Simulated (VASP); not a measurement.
# Si8C7 (a cell with a defect) in VASP: a series of runs

Runs on Si8C7 (a cell with a defect). Level: PBEsol. Tasks: single point.

Program: VASP 6.6.1. These are calculated values, not measurements. Logs are shortened: lines on timing, memory, paths and dates and some standing lists are left out, and cuts for length are marked.

## Step 1: The cell of the first run

The cell holds a defect, 15 atoms: a = 6.161 Å, b = 6.161 Å, c = 6.161 Å, α = 60.00°, β = 60.00°, γ = 60.00°.

## Step 2: Single point, PBEsol (atom 9 moved 0.250 of the way to it and -0.500 Å across, host rigid)

INCAR reads:

```
SYSTEM = Si8C7
ALGO = Normal
EDIFF = 1E-6
ENCUT = 520
GGA = PS
ISIF = 2
ISMEAR = 0
LASPH = .True.
LCHARG = .True.
LELF = .True.
LREAL = Auto
LVHAR = .True.
LWAVE = .False.
NBANDS = 43
NELECT = 56.0
NELM = 80
PREC = Accurate
SIGMA = 0.05
```

KPOINTS reads:

```
k-points
0
Gamma
  6 6 6
  0 0 0
```

POSCAR reads:

```
Si8C7
1.0
    4.3568001662      0.0000000000     -4.3568001662
    0.0000000000      4.3568001662     -4.3568001662
    4.3568001662      4.3568001662      0.0000000000
Si C
8 7
Direct
    0.5000000000      0.0000000000      0.0000000000
    0.5000000000      0.0000000000      0.5000000000
    0.5000000000      0.5000000000      0.0000000000
    0.5000000000      0.5000000000      0.5000000000
    1.0000000000      0.0000000000      0.0000000000
    1.0000000000      0.0000000000      0.5000000000
    1.0000000000      0.5000000000      0.0000000000
    1.0000000000      0.5000000000      0.5000000000
    0.0438502164      0.2061497836      0.5000000000
    0.1250000000      0.6250000000      0.1250000000
    0.1250000000      0.6250000000      0.6250000000
    0.6250000000      0.1250000000      0.1250000000
    0.6250000000      0.1250000000      0.6250000000
    0.6250000000      0.6250000000      0.1250000000
    0.6250000000      0.6250000000      0.6250000000
```

Potentials or basis: VASP PAW PBE potentials, release 64 (Si, C).

Command:

```bash
> cat potpaw_PBE.64/Si/POTCAR potpaw_PBE.64/C/POTCAR > POTCAR
> mpirun -np 1 vasp_std > vasp.out
```

OUTCAR:

```text
SYSTEM = Si8C7
   EDIFF = 1E-6
   ENCUT = 520
   GGA = PS
   ISIF = 2
   ISMEAR = 0
   LASPH = .True.
   LREAL = Auto
   NELECT = 56.0
   NELM = 80
   PREC = Accurate

 ion  position               nearest neighbor table
   1  0.500  0.000  0.000-  12 1.89  13 1.89  14 1.89   2 3.08   3 3.08   5 3.08   2 3.08   4 3.08
                             6 3.08   3 3.08   4 3.08   7 3.08   5 3.08   6 3.08   7 3.08
   2  0.500  0.000  0.500-  13 1.89  12 1.89  15 1.89   9 2.44   4 3.08   6 3.08   1 3.08   1 3.08
                             3 3.08   5 3.08   3 3.08   4 3.08   8 3.08   5 3.08   6 3.08   8 3.08
   3  0.500  0.500  0.000-  14 1.89  12 1.89  10 1.89  15 1.89   4 3.08   7 3.08   1 3.08   2 3.08
                             4 3.08   8 3.08   1 3.08   2 3.08   5 3.08   5 3.08   7 3.08   8 3.08
   4  0.500  0.500  0.500-  15 1.89  13 1.89  14 1.89  11 1.89   3 3.08   8 3.08   2 3.08   1 3.08
                             3 3.08   7 3.08   1 3.08   2 3.08   6 3.08   6 3.08   7 3.08   8 3.08
   5  0.000  0.000  0.000-  10 1.89  12 1.89   9 2.60   1 3.08   6 3.08   2 3.08   6 3.08   8 3.08
                             7 3.08   3 3.08   7 3.08   8 3.08   1 3.08   2 3.08   3 3.08
   6  0.000  0.000  0.500-   9 1.42  11 1.89  13 1.89   2 3.08   5 3.08   8 3.08   1 3.08   5 3.08
                             7 3.08   4 3.08   7 3.08   8 3.08   1 3.08   2 3.08   4 3.08
   7  0.000  0.500  0.000-  10 1.89  11 1.89  14 1.89   3 3.08   5 3.08   8 3.08   4 3.08   6 3.08
                             8 3.08   1 3.08   5 3.08   6 3.08   1 3.08   3 3.08   4 3.08
   8  0.000  0.500  0.500-   9 1.69  11 1.89  10 1.89  15 1.89   6 3.08   7 3.08   4 3.08   3 3.08
                             5 3.08   7 3.08   2 3.08   5 3.08   6 3.08   2 3.08   3 3.08   4 3.08
   9  0.044  0.206  0.500-   6 1.42   8 1.69   2 2.44   5 2.60
  10  0.125  0.625  0.125-   7 1.89   5 1.89   3 1.89   8 1.89
  11  0.125  0.625  0.625-   8 1.89   6 1.89   7 1.89   4 1.89
  12  0.625  0.125  0.125-   1 1.89   2 1.89   3 1.89   5 1.89
  13  0.625  0.125  0.625-   2 1.89   1 1.89   4 1.89   6 1.89
  14  0.625  0.625  0.125-   3 1.89   1 1.89   4 1.89   7 1.89
  15  0.625  0.625  0.625-   4 1.89   3 1.89   2 1.89   8 1.89

  LATTYP: Found a face centered cubic cell.
 ALAT       =     8.7136003324

  Lattice vectors:

 A1 = (   4.3568001662,   0.0000000000,  -4.3568001662)
 A2 = (   0.0000000000,   4.3568001662,  -4.3568001662)
 A3 = (   4.3568001662,   4.3568001662,   0.0000000000)

Analysis of symmetry for initial positions (statically):
=====================================================================
 Subroutine PRICEL returns:
 Original cell was already a primitive cell.

 Routine SETGRP: Setting up the symmetry group for a
 face centered cubic supercell.

 Subroutine GETGRP returns: Found  1 space group operations
 (whereof  1 operations were pure point group operations)
 out of a pool of 48 trial point group operations.

The static configuration has the point symmetry C_1 .

Analysis of symmetry for dynamics (positions and initial velocities):
=====================================================================
 Subroutine PRICEL returns:
 Original cell was already a primitive cell.

 Routine SETGRP: Setting up the symmetry group for a
 face centered cubic supercell.

 Subroutine GETGRP returns: Found  1 space group operations
 (whereof  1 operations were pure point group operations)
 out of a pool of 48 trial point group operations.

The dynamic configuration has the point symmetry C_1 .

 Subroutine INISYM returns: Found  1 space group operations
 (whereof  1 operations are pure point group operations),
 and found     1 'primitive' translations

----------------------------------------------------------------------------------------

                                     Primitive cell

  volume of cell :     165.3990

  direct lattice vectors                    reciprocal lattice vectors
     4.356800166  0.000000000 -4.356800166     0.114763125 -0.114763125 -0.114763125
     0.000000000  4.356800166 -4.356800166    -0.114763125  0.114763125 -0.114763125
     4.356800166  4.356800166  0.000000000     0.114763125  0.114763125  0.114763125

  length of vectors
     6.161445884  6.161445884  6.161445884     0.198775563  0.198775563  0.198775563

  position of ions in fractional coordinates (direct lattice)
     0.500000000  0.000000000  0.000000000
     0.500000000  0.000000000  0.500000000
     0.500000000  0.500000000  0.000000000
[... 50 lines left out ...]
     0.000000000  0.000000000  0.000000000

 Subroutine IBZKPT returns following result:
 ===========================================

 Found    112 irreducible k-points:

 Following reciprocal coordinates:
            Coordinates               Weight
  0.000000  0.000000  0.000000      1.000000
  0.166667  0.000000  0.000000      2.000000
  0.000000  0.166667  0.000000      2.000000
  0.000000  0.000000  0.166667      2.000000
  0.166667  0.166667  0.166667      2.000000
  0.333333  0.000000  0.000000      2.000000
[... 16 lines left out ...]
  0.166667 -0.166667 -0.166667      2.000000
  0.333333  0.333333  0.166667      2.000000
 [... further k-points ...]
   k-points           NKPTS =    112   k-points in BZ     NKDIM =    112   number of bands    NBANDS=     43
   number of dos      NEDOS =    301   number of ions     NIONS =     15
   total plane-waves  NPLWV = 110592
   dimension x,y,z NGX =    48 NGY =   48 NGZ =   48
   dimension x,y,z NGXF=    96 NGYF=   96 NGZF=   96
   ions per type =               8   7
   NGX,Y,Z   is equivalent  to a cutoff of  12.95, 12.95, 12.95 a.u.
   NGXF,Y,Z  is equivalent  to a cutoff of  25.90, 25.90, 25.90 a.u.
 SYSTEM =  Si8C7
   PREC   = accura    normal or accurate (medium, high low for compatibility)
   ISTART =      0    job   : 0-new  1-cont  2-samecut
   ICHARG =      2    charge: 1-file 2-atom 10-const
   ISPIN  =      1    spin polarized calculation?
   LNONCOLLINEAR =      F non collinear calculations
   LSORBIT =      F    spin-orbit coupling
   LASPH  =      T    aspherical Exc in radial PAW
   ENCUT  =  520.0 eV  38.22 Ry    6.18 a.u.  11.46 11.46 11.46*2*pi/ulx,y,z
   NELM   =     80;   NELMIN=  2; NELMDL= -5     # of ELM steps
   EDIFF  = 0.1E-05   stopping-criterion for ELM
   LREAL  =      T    real-space projection
   EDIFFG = 0.1E-04   stopping-criterion for IOM
   NSW    =      0    number of steps for IOM
   IBRION =     -1    ionic relax: 0-MD 1-quasi-New 2-CG
   NFREE  =      0    steps in history (QN), initial steepest desc. (CG)
   ISIF   =      2    stress and relaxation
   ISYM   =      2    0-nonsym 1-usesym 2-fastsym
   POTIM  = 0.5000    time-step for ionic-motion
   TEBEG  =    0.0;   TEEND  =   0.0 temperature during run
   PSTRESS=    0.0 pullay stress
   NELECT =      56.0000    total number of electrons
   NUPDOWN=      -1.0000    fix difference up-down
   EMIN   =  10.00;   EMAX   =-10.00  energy-range for DOS
   EFERMI =   0.00;   METHOD = LEGACY
   ISMEAR =     0;   SIGMA  =   0.05  broadening in eV -4-tet -1-fermi 0-gaus
   EFERMI_NEDOS =   21; number of points for ismear=-14 and -15
   IALGO  =     38    algorithm
   IMIX   =      4    mixing-type and parameters
     AMIX     =   0.40;   BMIX     =  1.00
     AMIX_MAG =   1.60;   BMIX_MAG =  1.00
  volume/ion in A,a.u.               =      11.03        74.41
  Fermi-wavevector in a.u.,A,eV,Ry     =   1.141020  2.156215 17.713783  1.301926
  Thomas-Fermi vector in A             =   2.277721
   LORBIT       =      0    0 simple, 1 ext, 2 COOP (PROOUT), +10 PAW based schemes
   GGA     = PS    functional components
   LHFCALC =     F    Hartree Fock is set to
   AEXX    =    0.0000 exact exchange contribution
   IVDW    =     0    specifies the selected vdW correction
   LEPSILON=     F    determine dielectric tensor
   LRPA    =     F    only Hartree local field effects (RPA)
 non-spin polarized calculation
 Gauss-broadening in eV      SIGMA  =   0.05
  energy-cutoff  :      520.00
  volume of cell :      165.40
 maximum number of plane-waves:      4477
 NGX is ok and might be reduce to    48
   NGX = 23   NGY = 23   NGZ = 23

 number of electron      56.0000006 magnetization

 Free energy of the ion-electron system (eV)
  ---------------------------------------------------
  ext. energy  EPLUGINS =         0.00000000
  ---------------------------------------------------
  free energy    TOTEN  =      -139.14787011 eV

  energy without entropy =     -139.14021245  energy(sigma->0) =     -139.14404128

 E-fermi :   7.0202     XC(G=0): -11.0254

 val. band max:        7.0187780428   @ k =   0.3333   0.0000   0.5000
 cond. band min:       7.0235648615   @ k =  -0.1667   0.1667  -0.3333
 fundamental gap:      0.0047868187
 Fermi energy:         7.0201603798

 k-point     1 :       0.0000    0.0000    0.0000
  band No.  band energies     occupation
      1      -7.4434      2.00000
      2      -4.5976      2.00000
      3      -4.1733      2.00000
      4      -4.0014      2.00000
      5      -3.3398      2.00000
      6      -2.9640      2.00000
[... 1021 lines left out ...]
     39      13.6181      0.00000
     40      13.9426      0.00000

 [... further k-points ...]

 [bands above 40 left out]

------------------------ aborting loop because EDIFF is reached ----------------------------------------

  FORCE on cell =-STRESS in cart. coord.  units (eV):
  Direction    XX          YY          ZZ          XY          YZ          ZX
  --------------------------------------------------------------------------------------
  -------------------------------------------------------------------------------------
  Total      -48.7903461    -32.7250490    -27.8772498      2.4816375    -15.8061578     -1.0200733
  in kB     -472.6194208   -316.9990571   -270.0396847     24.0389783   -153.1101488     -9.8811850
  external PRESSURE =    -353.2193875 kB  Pullay stress =       0.0000000 kB

 VOLUME and BASIS-vectors are now :
 -----------------------------------------------------------------------------
  energy-cutoff  :      520.00
  volume of cell :      165.40
      direct lattice vectors                 reciprocal lattice vectors
     4.356800166  0.000000000 -4.356800166     0.114763125 -0.114763125 -0.114763125
     0.000000000  4.356800166 -4.356800166    -0.114763125  0.114763125 -0.114763125
     4.356800166  4.356800166  0.000000000     0.114763125  0.114763125  0.114763125

 POSITION                                       TOTAL-FORCE (eV/Angst)
 -----------------------------------------------------------------------------------
      2.17840      0.00000     -2.17840         0.878691     -1.379512     -0.849970
      4.35680      2.17840     -2.17840         0.127407     -0.910128     -0.424577
      2.17840      2.17840     -4.35680         0.107436      0.096662      0.065807
      4.35680      4.35680     -4.35680        -0.039942     -0.107473     -0.002261
      0.00000      0.00000      0.00000        -0.398932     -0.262519      1.022081
      2.17840      2.17840      0.00000        -2.370495    -12.547259     16.950146
      0.00000      2.17840     -2.17840        -1.221513      1.081914     -0.844454
      2.17840      4.35680     -2.17840        -1.394124      2.975321     -2.894323
      2.36945      3.07655     -1.08920         6.900386     10.032198    -13.536338
      1.08920      3.26760     -3.26760        -0.434074     -0.489760     -1.389426
      3.26760      5.44600     -3.26760         0.284638     -0.770460      0.158645
      3.26760      1.08920     -3.26760        -0.427846      0.515153     -0.143198
      5.44600      3.26760     -3.26760        -1.342682      0.833337      1.055115
      3.26760      3.26760     -5.44600         0.168640      0.021744      0.402528
      5.44600      5.44600     -5.44600        -0.837591      0.910782      0.430227
 -----------------------------------------------------------------------------------
    total drift:                                0.011990     -0.010221     -0.000646

  FREE ENERGIE OF THE ION-ELECTRON SYSTEM (eV)
  ---------------------------------------------------
  free  energy   TOTEN  =      -139.1478701100 eV

  energy  without entropy=     -139.1402124488  energy(sigma->0) =     -139.14404128
```

It took 30 min on 1 thread of Oxide Virtual Turin-like, shared host; peak memory 0.59 GiB.

Results:

- Free energy: -139.1479 eV
- Largest force: 21.222 eV/Å

Forces on the atoms (eV/Å):
```
Si    0.879  -1.380  -0.850
Si    0.127  -0.910  -0.425
Si    0.107   0.097   0.066
Si   -0.040  -0.107  -0.002
Si   -0.399  -0.263   1.022
Si   -2.370 -12.547  16.950
Si   -1.222   1.082  -0.844
Si   -1.394   2.975  -2.894
C     6.900  10.032 -13.536
C    -0.434  -0.490  -1.389
C     0.285  -0.770   0.159
C    -0.428   0.515  -0.143
C    -1.343   0.833   1.055
C     0.169   0.022   0.403
C    -0.838   0.911   0.430
```

Caveat: the cell carries a net charge on a neutralising background, which shifts energy and pressure; the cell differs from its parent crystal (atom 9 moved 0.250 of the way to it and -0.500 Å across, host rigid); the cell is charged against a uniform background, so pressure and absolute levels hang on convention; the PAW data sets were made with another functional, which shifts forces and pressure a little.

## Step 3: Single point, PBEsol (atom 9 moved 0.375 of the way to it and -0.375 Å across, host rigid)

INCAR reads:

```
  PREC = Accurate
  ENCUT = 520
  EDIFF = 1E-6
  ISMEAR = 0
  SIGMA = 0.05
  LREAL = Auto
  LASPH = True
  NELM = 100
  ALGO = Normal
  ISIF = 2
  LWAVE = False
  LCHARG = False
  GGA = PS
  NBANDS = 43
  NELECT = 56.0
```

KPOINTS reads:

```
regular mesh
0
Gamma
  6 6 6
```

Edit POSCAR of step 2 so:

```diff
@@ -16,3 +16,3 @@
     1.0000000000      0.5000000000      0.5000000000
-    0.0438502164      0.2061497836      0.5000000000
+    0.0641376623      0.1858623377      0.4375000000
     0.1250000000      0.6250000000      0.1250000000
```

Potentials or basis: VASP PAW PBE potentials, release 64 (Si, C).

Command:

```bash
> cat potpaw_PBE.64/Si/POTCAR potpaw_PBE.64/C/POTCAR > POTCAR
> mpirun -np 1 vasp_std > vasp.out
```

Wall time 28 min (1 thread of Oxide Virtual Turin-like, shared host); peak memory 0.59 GiB.

Results (log left out):

| Quantity | Value |
| --- | --- |
| Free energy | -131.1831 eV |
| Largest force | 57.437 eV/Å |

Forces in eV/Å, atoms in the order of the input:
```
Si    1.074  -1.451  -0.860
Si    0.290  -1.266  -0.366
Si    0.006   0.046  -0.099
Si    0.058  -0.026  -0.079
Si    0.076   0.118   1.244
Si   -0.225 -24.615  51.349
Si   -0.963   1.366  -0.567
Si   -1.419  -0.126   0.203
C     3.048  25.648 -51.301
C    -0.347  -0.574  -1.488
C     0.628  -1.122   0.514
C    -0.418   0.251  -0.496
C    -1.398   1.099   1.290
C     0.037   0.094   0.402
C    -0.451   0.558   0.256
```

Levels at points of the mesh, in eV from the Fermi level:
| k point | band 26 | band 27 | band 28 | band 29 | band 30 | band 31 |
| --- | --- | --- | --- | --- | --- | --- |
| (0.00, 0.00, 0.00) | -0.01 | 0.00 | 0.32 | 0.55 | 1.46 | 2.64 |
| (0.50, 0.00, 0.00) | -1.05 | -0.09 | 0.12 | 0.19 | 0.50 | 2.23 |
| (0.00, 0.50, 0.00) | -0.89 | -0.33 | 0.13 | 0.16 | 0.33 | 2.01 |
| (0.00, 0.00, 0.50) | -0.81 | -0.65 | -0.18 | 0.03 | 0.75 | 2.69 |
| (0.50, 0.50, 0.50) | -0.77 | -0.71 | -0.47 | -0.06 | 1.47 | 2.23 |
| (0.50, 0.50, 0.00) | -0.66 | -0.65 | -0.62 | -0.20 | -0.10 | 2.28 |
| (0.00, 0.50, 0.50) | -0.83 | -0.79 | -0.57 | 0.51 | 1.28 | 1.88 |
| (0.50, 0.00, 0.50) | -0.85 | -0.80 | -0.42 | 0.38 | 1.13 | 1.53 |

Caveat: the cell carries a net charge on a neutralising background, which shifts energy and pressure; the cell differs from its parent crystal (atom 9 moved 0.375 of the way to it and -0.375 Å across, host rigid); the cell is charged against a uniform background, so pressure and absolute levels hang on convention; the PAW data sets were made with another functional, which shifts forces and pressure a little.
